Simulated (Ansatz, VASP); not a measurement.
# In2O in VASP and in Ansatz

```
In O
1.0
     3.30822    0.00000    0.00000
    -1.65411    2.86501    0.00000
     0.00000    0.00000   12.32997
In O
4 2
Direct
  0.00000 0.00000 0.38299
  0.00000 0.00000 0.61701
  0.66667 0.33333 0.11410
  0.33333 0.66667 0.88590
  0.66667 0.33333 0.30245
  0.33333 0.66667 0.69755
```

Alike in both runs: task electric field gradients; functional LDA; k mesh 12 × 12 × 4; occupations fermi-dirac, width 0.15 eV; no spin polarisation.

|  | VASP | Ansatz |
| --- | --- | --- |
| version | VASP 6.6.1 | Ansatz 0.2.0 |
| potentials or method | VASP PAW LDA potentials, release 64 (In_d, O), cutoff 520 eV | scalar-relativistic, plane waves, PAW |
| valence electrons in the cell | 64 | 64 |

```tsv
	VASP	Ansatz	Ansatz less VASP
gap on the k mesh at the Fermi level (eV)	none	none	-
pressure (GPa)	0.2	0.0	-0.20
rms of the force components (eV/Å)	0.021	0.000	-0.0207
size of Vzz on the site where it differs most (V/Å²)	42.1	38.6	-3.51
```

LDA's correlation is that of Perdew and Zunger in VASP and of Perdew and Wang (1992) in Ansatz. Atom by atom the forces differ by 0.021 eV/Å (rms over components). A gap of «none» marks a metal or a gap that the smearing closes.
